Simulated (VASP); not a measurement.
# Mg32HS32 (a cell with a defect) in VASP: single point with PBEsol

Aim: the single point of Mg32HS32 (a cell with a defect) with PBEsol.

All numbers are computed with VASP 6.6.1; they aren't measurements. Logs are shortened: lines on timing, memory, paths and dates and some standing lists are left out, and cuts for length are marked.

**1. The cell of the first run**

The cell holds a defect, 65 atoms: a = 10.364 Å, b = 10.364 Å, c = 10.364 Å, α = 90.00°, β = 90.00°, γ = 90.00°.

**2. Single point, PBEsol**

The input, INCAR:

```
SYSTEM = Mg32HS32
ALGO = Normal
EDIFF = 1E-7
ENCUT = 520
GGA = PS
ISIF = 2
ISMEAR = -1
ISYM = 0
LASPH = .True.
LCHARG = .False.
LREAL = Auto
LWAVE = .False.
NBANDS = 166
NELECT = 258.0
NELM = 100
PREC = Accurate
SIGMA = 0.05
```

The input, KPOINTS:

```
Automatic mesh
0
Gamma
  1 1 1
  0.25 0.25 0.25
```

The input, POSCAR:

```
Mg32HS32
1.0
   10.3639610000      0.0000000000      0.0000000000
    0.0000000000     10.3639610000      0.0000000000
    0.0000000000      0.0000000000     10.3639610000
S Mg H
32 32 1
Direct
    0.2492620000      0.9984030000      0.9987010000
    0.2498170000      0.0017050000      0.4998390000
    0.2500400000      0.4994380000      0.0023270000
    0.2305610000      0.5125420000      0.5133760000
    0.7500380000      0.9995900000      0.9997720000
    0.7520700000      0.9963150000      0.5001750000
    0.7523120000      0.4999590000      0.9963680000
    0.7445210000      0.4981030000      0.4982680000
    0.9983780000      0.2493030000      0.9987010000
    0.0016980000      0.2498810000      0.4998360000
    0.9995470000      0.7500900000      0.9997840000
    0.9962450000      0.7521520000      0.5001780000
    0.4994170000      0.2500660000      0.0022970000
    0.5124020000      0.2306330000      0.5132200000
    0.4999040000      0.7523550000      0.9963780000
    0.4980550000      0.7445800000      0.4982670000
    0.9983520000      0.9983890000      0.2495340000
    0.9994670000      0.9995260000      0.7503500000
    0.0019310000      0.4994910000      0.2502110000
    0.9962280000      0.4999430000      0.7524780000
    0.4994660000      0.0018900000      0.2501900000
    0.4998900000      0.9963070000      0.7524490000
    0.5134430000      0.5134100000      0.2306430000
    0.4980420000      0.4981100000      0.7448050000
    0.2388370000      0.2387540000      0.2397430000
    0.2499130000      0.2499740000      0.7467120000
    0.2501110000      0.7462190000      0.2503120000
    0.2489310000      0.7518180000      0.7521280000
    0.7461970000      0.2501300000      0.2502930000
    0.7517260000      0.2489790000      0.7520790000
    0.7519920000      0.7520380000      0.2491740000
    0.7491630000      0.7492290000      0.7494110000
    0.9999240000      0.9999730000      0.0002100000
    0.0005630000      0.0006250000      0.4997320000
    0.0006600000      0.4994720000      0.0008850000
    0.9918470000      0.5008690000      0.5012130000
    0.4994310000      0.0007110000      0.0008750000
    0.5008030000      0.9919170000      0.5011850000
    0.5010860000      0.5011090000      0.9920460000
    0.4880580000      0.4882340000      0.4879150000
    0.2492320000      0.2492560000      0.9959640000
    0.2642320000      0.2643310000      0.4888460000
    0.2499410000      0.7488130000      0.0008920000
    0.2466690000      0.7540530000      0.5011800000
    0.7487840000      0.2499920000      0.0008780000
    0.7539930000      0.2467490000      0.5011360000
    0.7493560000      0.7493960000      0.9995990000
    0.7482370000      0.7482720000      0.4990660000
    0.2492510000      0.9954830000      0.2496450000
    0.2499080000      0.0006030000      0.7491270000
    0.2644520000      0.4887940000      0.2645020000
    0.2466670000      0.5008500000      0.7546010000
    0.7488340000      0.0006760000      0.2502310000
    0.7493150000      0.9994090000      0.7495970000
    0.7543800000      0.5010670000      0.2468330000
    0.7482450000      0.4988460000      0.7484840000
    0.9954690000      0.2492860000      0.2496510000
    0.0005410000      0.2499650000      0.7491230000
    0.0006350000      0.7488670000      0.2502350000
    0.9993530000      0.7493580000      0.7496020000
    0.4887110000      0.2645500000      0.2644830000
    0.5007740000      0.2467470000      0.7545420000
    0.5010400000      0.7543600000      0.2468340000
    0.4987920000      0.7483050000      0.7484960000
    0.3817570000      0.3820420000      0.3806700000
```

Potentials or basis: VASP PAW PBE potentials, release 64 (S, Mg, H).

Command:

```
> cat potpaw_PBE.64/S/POTCAR potpaw_PBE.64/Mg/POTCAR potpaw_PBE.64/H/POTCAR > POTCAR
> mpirun -np 1 vasp_std > vasp.out
```

OUTCAR:

```text
SYSTEM = Mg32HS32
   EDIFF = 1E-7
   ENCUT = 520
   GGA = PS
   ISIF = 2
   ISMEAR = -1
   ISYM = 0
   LASPH = .True.
   LREAL = Auto
   NELECT = 258.0
   NELM = 100
   PREC = Accurate

 ion  position               nearest neighbor table
   1  0.249  0.998  0.999-  33 2.58  50 2.59  43 2.59  37 2.59  41 2.60  49 2.60
   2  0.250  0.002  0.500-  44 2.57  34 2.58  50 2.58  49 2.59  38 2.60  42 2.73
   3  0.250  0.499  0.002-  52 2.57  43 2.58  35 2.58  41 2.59  39 2.60  51 2.72
   4  0.231  0.513  0.513-  36 2.48  52 2.51  44 2.51  42 2.61  51 2.61  40 2.69
   5  0.750  1.000  1.000-  33 2.59  54 2.59  47 2.59  45 2.60  53 2.60  37 2.60
   6  0.752  0.996  0.500-  48 2.57  34 2.58  54 2.59  53 2.59  46 2.60  38 2.60
[... 66 lines left out ...]
  53  0.749  0.001  0.250-  31 2.58  21 2.58  29 2.59  17 2.59   6 2.59   5 2.60  63 3.62  57 3.63
                            46 3.64  45 3.65  37 3.66
  54  0.749  0.999  0.750-   6 2.59  22 2.59  30 2.59  18 2.59   5 2.59  32 2.59  46 3.63  62 3.63
                            38 3.64
  55  0.754  0.501  0.247-  23 2.51  19 2.57   7 2.60  31 2.60  29 2.60   8 2.61  36 3.61  35 3.61
                            57 3.61  59 3.62  47 3.63  45 3.64
  56  0.748  0.499  0.748-   7 2.57  20 2.57  30 2.59  24 2.59   8 2.59  32 2.59  39 3.60  36 3.60
                            48 3.66  64 3.66
  57  0.995  0.249  0.250-  25 2.53  29 2.58  10 2.59  19 2.59  17 2.60   9 2.60  55 3.61  46 3.61
                            53 3.63  45 3.63  33 3.66  34 3.66  35 3.66
  58  0.001  0.250  0.749-  30 2.58  10 2.58  26 2.58   9 2.59  20 2.59  18 2.60  46 3.62  41 3.63
                            52 3.64  50 3.65  34 3.65  36 3.66
  59  0.001  0.749  0.250-  31 2.58  19 2.58  27 2.59  17 2.59  12 2.59  11 2.60  55 3.62  49 3.63
                            44 3.64  43 3.65  35 3.66
  60  0.999  0.749  0.750-  20 2.59  12 2.59  28 2.59  18 2.59  11 2.59  32 2.59  44 3.63  52 3.63
                            36 3.64
  61  0.489  0.265  0.264-  65 2.04  14 2.61  23 2.62  25 2.62  29 2.68  13 2.72  21 2.73  40 3.28
                            51 3.29  42 3.29
  62  0.501  0.247  0.755-  14 2.51  13 2.57  22 2.60  30 2.60  26 2.60  24 2.61  39 3.61  37 3.61
                            41 3.61  45 3.62  54 3.63  50 3.64
  63  0.501  0.754  0.247-  23 2.51  21 2.57  15 2.60  31 2.60  27 2.60  16 2.61  38 3.61  37 3.61
                            49 3.61  53 3.62  47 3.63  43 3.64
  64  0.499  0.748  0.748-  15 2.57  22 2.57  28 2.59  24 2.59  16 2.59  32 2.59  39 3.60  38 3.60
                            48 3.66  56 3.66
  65  0.382  0.382  0.381-  40 1.91  51 2.04  61 2.04  42 2.06

IMPORTANT INFORMATION: All symmetrisations will be switched off!
NOSYMM: (Re-)initialisation of all symmetry stuff for point group C_1.

----------------------------------------------------------------------------------------

                                     Primitive cell

  volume of cell :    1113.2105

  direct lattice vectors                    reciprocal lattice vectors
    10.363961000  0.000000000  0.000000000     0.096488206  0.000000000  0.000000000
     0.000000000 10.363961000  0.000000000     0.000000000  0.096488206  0.000000000
     0.000000000  0.000000000 10.363961000     0.000000000  0.000000000  0.096488206

  length of vectors
    10.363961000 10.363961000 10.363961000     0.096488206  0.096488206  0.096488206

  position of ions in fractional coordinates (direct lattice)
     0.249262000  0.998403000  0.998701000
     0.249817000  0.001705000  0.499839000
     0.250040000  0.499438000  0.002327000
     0.230561000  0.512542000  0.513376000
     0.750038000  0.999590000  0.999772000
     0.752070000  0.996315000  0.500175000
[... 57 lines left out ...]
     0.498792000  0.748305000  0.748496000
     0.381757000  0.382042000  0.380670000

  ion indices of the primitive-cell ions
   primitive index   ion index
                 1           1
                 2           2
                 3           3
                 4           4
                 5           5
                 6           6
[... 57 lines left out ...]
                64          64
                65          65

----------------------------------------------------------------------------------------

 KPOINTS: Automatic mesh

Automatic generation of k-mesh.
 Grid dimensions read from file:
 generate k-points for:    1    1    1

 Generating k-lattice:

  Cartesian coordinates                     Fractional coordinates (reciprocal lattice)
     0.096488206  0.000000000  0.000000000     1.000000000  0.000000000  0.000000000
     0.000000000  0.096488206  0.000000000     0.000000000  1.000000000  0.000000000
     0.000000000  0.000000000  0.096488206     0.000000000  0.000000000  1.000000000

  Length of vectors
     0.096488206  0.096488206  0.096488206

  Shift w.r.t. Gamma in fractional coordinates (k-lattice)
     0.250000000  0.250000000  0.250000000

 Subroutine IBZKPT returns following result:
 ===========================================

 Found      4 irreducible k-points:

 Following reciprocal coordinates:
            Coordinates               Weight
  0.250000  0.250000  0.250000      2.000000
 -0.250000  0.250000  0.250000      2.000000
 -0.250000 -0.250000  0.250000      2.000000
  0.250000 -0.250000  0.250000      2.000000
   k-points           NKPTS =      4   k-points in BZ     NKDIM =      4   number of bands    NBANDS=    166
   number of dos      NEDOS =    301   number of ions     NIONS =     65
   total plane-waves  NPLWV = 512000
   dimension x,y,z NGX =    80 NGY =   80 NGZ =   80
   dimension x,y,z NGXF=   160 NGYF=  160 NGZF=  160
   ions per type =              32  32   1
   NGX,Y,Z   is equivalent  to a cutoff of  12.83, 12.83, 12.83 a.u.
   NGXF,Y,Z  is equivalent  to a cutoff of  25.67, 25.67, 25.67 a.u.
 SYSTEM =  Mg32HS32
   PREC   = accura    normal or accurate (medium, high low for compatibility)
   ISTART =      0    job   : 0-new  1-cont  2-samecut
   ICHARG =      2    charge: 1-file 2-atom 10-const
   ISPIN  =      1    spin polarized calculation?
   LNONCOLLINEAR =      F non collinear calculations
   LSORBIT =      F    spin-orbit coupling
   LASPH  =      T    aspherical Exc in radial PAW
   ENCUT  =  520.0 eV  38.22 Ry    6.18 a.u.  19.27 19.27 19.27*2*pi/ulx,y,z
   NELM   =    100;   NELMIN=  2; NELMDL= -5     # of ELM steps
   EDIFF  = 0.1E-06   stopping-criterion for ELM
   LREAL  =      T    real-space projection
   EDIFFG = 0.1E-05   stopping-criterion for IOM
   NSW    =      0    number of steps for IOM
   IBRION =     -1    ionic relax: 0-MD 1-quasi-New 2-CG
   NFREE  =      0    steps in history (QN), initial steepest desc. (CG)
   ISIF   =      2    stress and relaxation
   ISYM   =      0    0-nonsym 1-usesym 2-fastsym
   POTIM  = 0.5000    time-step for ionic-motion
   TEBEG  =    0.0;   TEEND  =   0.0 temperature during run
   PSTRESS=    0.0 pullay stress
   NELECT =     258.0000    total number of electrons
   NUPDOWN=      -1.0000    fix difference up-down
   EMIN   =  10.00;   EMAX   =-10.00  energy-range for DOS
   EFERMI =   0.00;   METHOD = LEGACY
   ISMEAR =    -1;   SIGMA  =   0.05  broadening in eV -4-tet -1-fermi 0-gaus
   EFERMI_NEDOS =   21; number of points for ismear=-14 and -15
   IALGO  =     38    algorithm
   IMIX   =      4    mixing-type and parameters
     AMIX     =   0.40;   BMIX     =  1.00
     AMIX_MAG =   1.60;   BMIX_MAG =  1.00
  volume/ion in A,a.u.               =      17.13       115.57
  Fermi-wavevector in a.u.,A,eV,Ry     =   1.005593  1.900295 13.758450  1.011218
  Thomas-Fermi vector in A             =   2.138282
   LORBIT       =      0    0 simple, 1 ext, 2 COOP (PROOUT), +10 PAW based schemes
   GGA     = PS    functional components
   LHFCALC =     F    Hartree Fock is set to
   AEXX    =    0.0000 exact exchange contribution
   IVDW    =     0    specifies the selected vdW correction
   LEPSILON=     F    determine dielectric tensor
   LRPA    =     F    only Hartree local field effects (RPA)
 non-spin polarized calculation
  energy-cutoff  :      520.00
  volume of cell :     1113.21
 maximum number of plane-waves:     30028
 NGX is ok and might be reduce to    80
   NGX = 39   NGY = 39   NGZ = 39

 number of electron     258.0000002 magnetization

 Free energy of the ion-electron system (eV)
  ---------------------------------------------------
  ext. energy  EPLUGINS =         0.00000000
  ---------------------------------------------------
  free energy    TOTEN  =      -285.69807444 eV

  energy without entropy =     -285.69807443  energy(sigma->0) =     -285.69807443

 E-fermi :   6.0324     XC(G=0):  -9.9169

 val. band max:        5.0431061164   @ k =  -0.2500  -0.2500   0.2500
 cond. band min:       7.0809207906   @ k =   0.2500  -0.2500   0.2500
 fundamental gap:      2.0378146742
 Fermi energy:         6.0324422127

 k-point     1 :       0.2500    0.2500    0.2500
  band No.  band energies     occupation
      1      -8.8189      2.00000
      2      -8.4366      2.00000
      3      -8.4362      2.00000
      4      -8.4227      2.00000
      5      -8.1065      2.00000
      6      -8.1059      2.00000
[... 565 lines left out ...]
    140       8.4095      0.00000
    141       8.4553      0.00000
 [bands above 141 left out]

------------------------ aborting loop because EDIFF is reached ----------------------------------------

  FORCE on cell =-STRESS in cart. coord.  units (eV):
  Direction    XX          YY          ZZ          XY          YZ          ZX
  --------------------------------------------------------------------------------------
  -------------------------------------------------------------------------------------
  Total       11.0445697     11.0514558     11.0641335     -0.7270445     -0.8960774     -0.9269464
  in kB       15.8957883     15.9056991     15.9239454     -1.0463917     -1.2896706     -1.3340984
  external PRESSURE =      15.9084776 kB  Pullay stress =       0.0000000 kB

 VOLUME and BASIS-vectors are now :
 -----------------------------------------------------------------------------
  energy-cutoff  :      520.00
  volume of cell :     1113.21
      direct lattice vectors                 reciprocal lattice vectors
    10.363961000  0.000000000  0.000000000     0.096488206  0.000000000  0.000000000
     0.000000000 10.363961000  0.000000000     0.000000000  0.096488206  0.000000000
     0.000000000  0.000000000 10.363961000     0.000000000  0.000000000  0.096488206

 POSITION                                       TOTAL-FORCE (eV/Angst)
 -----------------------------------------------------------------------------------
      2.58334     10.34741     10.35050         0.004059     -0.008596     -0.008127
      2.58909      0.01767      5.18031        -0.006126      0.006263     -0.010074
      2.59140      5.17616      0.02412        -0.010661     -0.009681      0.002753
      2.38953      5.31197      5.32061         0.050421      0.064151      0.051367
      7.77336     10.35971     10.36160        -0.002861     -0.004959     -0.004301
      7.79442     10.32577      5.18379        -0.003228     -0.008503     -0.000721
[... 57 lines left out ...]
      5.16946      7.75540      7.75738        -0.003045     -0.001543     -0.003291
      3.95651      3.95947      3.94525        -0.095345     -0.098375     -0.071242
 -----------------------------------------------------------------------------------
    total drift:                               -0.015231     -0.016107     -0.008908

  FREE ENERGIE OF THE ION-ELECTRON SYSTEM (eV)
  ---------------------------------------------------
  free  energy   TOTEN  =      -285.6980744362 eV

  energy  without entropy=     -285.6980744275  energy(sigma->0) =     -285.69807443
```

Run time: 30 min. Hardware: 1 thread of Oxide Virtual Turin-like, shared host; peak memory 1.2 GiB.

What came out:

| Property | Result |
| --- | --- |
| Free energy | -285.6981 eV |
| Largest force | 0.154 eV/Å |

Forces in eV/Å, atoms in the order of the input:
```
S    0.004 -0.009 -0.008
S   -0.006  0.006 -0.010
S   -0.011 -0.010  0.003
S    0.050  0.064  0.051
S   -0.003 -0.005 -0.004
S   -0.003 -0.009 -0.001
S   -0.004 -0.001 -0.008
S   -0.003  0.008  0.013
S   -0.009  0.005 -0.007
S    0.005 -0.006 -0.011
S   -0.005 -0.004 -0.004
S   -0.009 -0.005  0.000
S   -0.010 -0.010  0.002
S    0.065  0.054  0.053
S   -0.001 -0.005 -0.008
S    0.008 -0.003  0.014
S   -0.009 -0.009  0.006
S   -0.006 -0.006 -0.002
S    0.008 -0.009 -0.006
S   -0.009 -0.002 -0.003
S   -0.009  0.010 -0.006
S   -0.002 -0.009 -0.003
S    0.056  0.057  0.034
S    0.011  0.010 -0.005
S    0.023  0.029  0.002
S   -0.001 -0.001  0.021
S   -0.006  0.019  0.000
S   -0.007 -0.008 -0.006
S    0.020 -0.004  0.000
S   -0.006 -0.007 -0.006
S   -0.007 -0.008 -0.005
S   -0.001 -0.002 -0.002
Mg   0.005  0.005  0.005
Mg   0.001  0.001 -0.004
Mg   0.002 -0.003  0.001
Mg   0.000 -0.003 -0.002
Mg  -0.003  0.002  0.001
Mg  -0.003 -0.001 -0.002
Mg  -0.003 -0.003  0.002
Mg  -0.021 -0.023 -0.015
Mg  -0.006 -0.006  0.006
Mg   0.005  0.005 -0.019
Mg   0.002  0.008 -0.001
Mg   0.003 -0.009  0.004
Mg   0.008  0.001 -0.001
Mg  -0.010  0.002  0.004
Mg   0.001  0.001  0.006
Mg  -0.002 -0.001 -0.005
Mg  -0.006  0.000 -0.007
Mg   0.001  0.000  0.007
Mg   0.009 -0.026  0.005
Mg   0.004  0.002 -0.007
Mg   0.006  0.001 -0.001
Mg   0.001  0.006  0.001
Mg  -0.006  0.003  0.003
Mg  -0.002 -0.003 -0.003
Mg   0.001 -0.007 -0.007
Mg   0.000  0.001  0.007
Mg   0.001  0.007 -0.001
Mg   0.006  0.001  0.001
Mg  -0.025  0.007  0.004
Mg   0.002  0.003 -0.007
Mg   0.003 -0.005  0.003
Mg  -0.003 -0.002 -0.003
H   -0.095 -0.098 -0.071
```

Caveat: the cell carries a net charge on a neutralising background, which shifts energy and pressure; the cell is charged against a uniform background, so pressure and absolute levels hang on convention; the PAW data sets were made with another functional, which shifts forces and pressure a little.
